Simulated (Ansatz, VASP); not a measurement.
## One calculation of Si, two programs

Contents of POSCAR:

```
Si
1.0
   -3.8319083606      0.0000000000      0.0000000000
   -1.9159541803     -3.3185299852      0.0000000000
    0.0000000000      0.0000000000     12.3836398318
Si
8
Direct
    0.3333333333      0.3333333333      0.6724505878
    0.3333333333      0.3333333333      0.1603378324
    0.6666666667      0.6666666667      0.9285069655
    0.6666666667      0.6666666667      0.4163942101
    0.3333333333      0.3333333333      0.8638876783
    0.3333333333      0.3333333333      0.3517749230
    0.6666666667      0.6666666667      0.0957185453
    0.6666666667      0.6666666667      0.6078313006
```

File INCAR.step1:

```
PREC = Accurate
ENCUT = 520
ISMEAR = 0
SIGMA = 0.05
LREAL = F
LASPH = T
NELM = 60
NBANDS = 26
GGA = PE
ALGO = Normal
EDIFF = 1E-4
LWAVE = T
LCHARG = F
```

INCAR.step2

```
PREC = Accurate
ENCUT = 520
EDIFF = 1E-6
ISMEAR = 0
SIGMA = 0.05
LREAL = F
LASPH = T
NELM = 60
ALGO = Normal
ISIF = 2
LWAVE = F
LCHARG = T
METAGGA = R2SCAN
LMIXTAU = T
LELF = T
LVHAR = T
NBANDS = 26
ISTART = 1
```

File KPOINTS:

```
Automatic mesh
0
Gamma
  8 8 2
```

Input for Ansatz:

```yaml
crystal:
  lattice:
    - [-3.8319083606, 0.0, 0.0]
    - [-1.9159541803, -3.3185299852, 0.0]
    - [0.0, 0.0, 12.3836398318]
  atoms:
    - { symbol: Si, position: [0.3333333333, 0.3333333333, 0.6724505878] }
    - { symbol: Si, position: [0.3333333333, 0.3333333333, 0.1603378324] }
    - { symbol: Si, position: [0.6666666667, 0.6666666667, 0.9285069655] }
    - { symbol: Si, position: [0.6666666667, 0.6666666667, 0.4163942101] }
    - { symbol: Si, position: [0.3333333333, 0.3333333333, 0.8638876783] }
    - { symbol: Si, position: [0.3333333333, 0.3333333333, 0.351774923] }
    - { symbol: Si, position: [0.6666666667, 0.6666666667, 0.0957185453] }
    - { symbol: Si, position: [0.6666666667, 0.6666666667, 0.6078313006] }
basis:
  ecutwfc: 500
kpoints:
  mp_grid: { grid: [8, 8, 2] }
hamiltonian:
  xc: r2scan
scf:
  occupations: { method: gaussian, width: 0.05 }
output:
  forces: true
  stress: true
  eigenvalues: true
```

Alike in both runs: task single point; functional r2SCAN; k mesh 8 × 8 × 2; occupations gaussian, width 0.05 eV; no spin polarisation.

|  | VASP | Ansatz |
| --- | --- | --- |
| version | VASP 6.6.1 | Ansatz 0.2.0 |
| potentials or method | VASP PAW PBE potentials, release 64 (Si), cutoff 520 eV | scalar-relativistic, plane waves, PAW |
| valence electrons in the cell | 32 | 32 |

|  | VASP | Ansatz | Ansatz less VASP |
| --- | --- | --- | --- |
| gap on the k mesh at the Fermi level (eV) | 0.35 | 0.33 | -0.015 |
| least direct gap on the mesh (eV) | 1.06 | 1.04 | -0.012 |
| pressure (GPa) | 3.5 | 3.7 | +0.25 |
| traceless stress, the component that is largest in VASP (GPa) | 7.33 | 7.35 | +0.026 |
| rms of the force components (eV/Å) | 1.289 | 1.297 | +0.0076 |

VASP's potentials were made for PBE, not for r2SCAN. Atom by atom the forces differ by 0.008 eV/Å (rms over components). With one functional, cell and mesh, what is left measures potentials, basis and numerics.
